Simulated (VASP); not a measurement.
# InO: single point with PBE

The system is InO, a slab with vacuum.

```xyz
4
Lattice="3.7203 0.0000 0.0000 -1.8601 3.2219 0.0000 0.0000 0.0000 13.6825" Properties=species:S:1:pos:R:3 pbc="T T T"
In    1.8601    1.0740    8.0729
In    1.8601    1.0740    5.6095
O     0.0000    0.0000    8.7550
O     0.0000    0.0000    4.9275
```

This cell differs from its parent crystal: ratio of the length along z to the lengths across it x 0.8, volume and fractional coordinates fixed.

| Item | Value |
| --- | --- |
| Program | VASP 6.6.1 |
| Task | single point |
| Functional | PBE |
| Potentials or basis | VASP PAW PBE potentials, release 64 (In_d, O) |
| Cutoff | 520 eV |
| k mesh | 12 × 12 × 4 |
| Occupations | gaussian, width 0.03 eV |
| Spin | no spin polarisation |

```yaml
Largest_force: 3.641 eV/Å
Band_gap_on_the_k_mesh: 0.12 eV, indirect (least direct gap 0.74 eV)
```

Forces on the atoms (eV/Å):
```
In   0.000  0.000  3.641
In   0.000  0.000 -3.641
O    0.000  0.000 -0.195
O    0.000  0.000  0.195
```

Levels at points of the mesh, in eV from the valence-band top:
| k point | band 17 | band 18 | band 19 | band 20 | band 21 | band 22 |
| --- | --- | --- | --- | --- | --- | --- |
| (0.00, 0.00, 0.00) | -1.51 | -1.51 | -0.62 | 0.12 | 3.36 | 5.96 |
| (0.50, 0.00, 0.00) | -2.16 | -1.18 | -0.26 | 2.24 | 3.65 | 5.80 |
| (0.00, 0.00, 0.50) | -1.51 | -1.51 | -0.62 | 0.12 | 3.36 | 5.74 |
| (0.50, 0.00, 0.50) | -2.16 | -1.18 | -0.26 | 2.24 | 3.65 | 5.80 |

Run time: 8.7 min on 1 thread of Intel Xeon 6975P-C, with other jobs on the host, peak memory 0.4 GiB.

Caveat: spin-orbit coupling is left out, which moves the levels of the heavy elements.
